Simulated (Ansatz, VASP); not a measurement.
**One calculation of PbSe, two programs**

The input INCAR:

```
ALGO = Normal
EDIFF = 1E-7
ENCUT = 520
GGA = PS
ISIF = 2
ISMEAR = 0
LASPH = T
LCHARG = T
LELF = T
LREAL = F
LVHAR = T
LWAVE = F
NBANDS = 28
NELM = 60
PREC = Accurate
SIGMA = 0.02
```

The input KPOINTS:

```
k-points
0
Gamma
  6 6 6
```

The input POSCAR:

```
PbSe
1.0
    0.0000000000     12.5415550029      3.2539914295
    3.2057710431      0.0000000000      3.2539914295
    3.2057710431     12.5415550029      0.0000000000
Pb Se
2 2
Direct
    0.1869702763      0.8231925809      0.1768074191
    0.8231925809      0.1869702763      0.8130297237
    0.6769638134      0.2788743294      0.7211256706
    0.2788743294      0.6769638134      0.3230361866
```

Input for Ansatz:

```yaml
crystal:
  lattice:
    - [0.0, 12.5415550029, 3.2539914295]
    - [3.2057710431, 0.0, 3.2539914295]
    - [3.2057710431, 12.5415550029, 0.0]
  atoms:
    - { symbol: Pb, position: [0.1869702763, 0.8231925809, 0.1768074191] }
    - { symbol: Pb, position: [0.8231925809, 0.1869702763, 0.8130297237] }
    - { symbol: Se, position: [0.6769638134, 0.2788743294, 0.7211256706] }
    - { symbol: Se, position: [0.2788743294, 0.6769638134, 0.3230361866] }
basis:
  ecutwfc: 420
kpoints:
  mp_grid: { grid: [6, 6, 6] }
hamiltonian:
  xc: pbesol
scf:
  occupations: { method: gaussian, width: 0.02 }
output:
  forces: true
  stress: true
  eigenvalues: true
```

Alike in both runs: task single point; functional PBEsol; k mesh 6 × 6 × 6; occupations gaussian, width 0.02 eV; no spin polarisation.

|  | VASP | Ansatz |
| --- | --- | --- |
| version | VASP 6.6.1 | Ansatz 0.2.0 |
| potentials or method | VASP PAW PBE potentials, release 64 (Pb_d, Se), cutoff 520 eV | scalar-relativistic, plane waves, PAW |
| valence electrons in the cell | 40 | 60 |

|  | VASP | Ansatz | Ansatz less VASP |
| --- | --- | --- | --- |
| gap on the k mesh at the Fermi level (eV) | 1.40 | 1.40 | +0.004 |
| least direct gap on the mesh (eV) | 1.40 | 1.40 | +0.004 |
| pressure (GPa) | -3.4 | -3.4 | +0.01 |
| traceless stress, the component that is largest in VASP (GPa) | -0.08 | -0.08 | 0.000 |
| rms of the force components (eV/Å) | 0.560 | 0.562 | +0.0026 |

VASP's potentials were made for PBE, not for PBEsol. Atom by atom the forces differ by 0.003 eV/Å (rms over components). VASP's potentials hold 40 valence electrons a cell and Ansatz's 60, so a difference there can come from the potentials and not from the codes.

Neither program's run includes spin-orbit coupling.
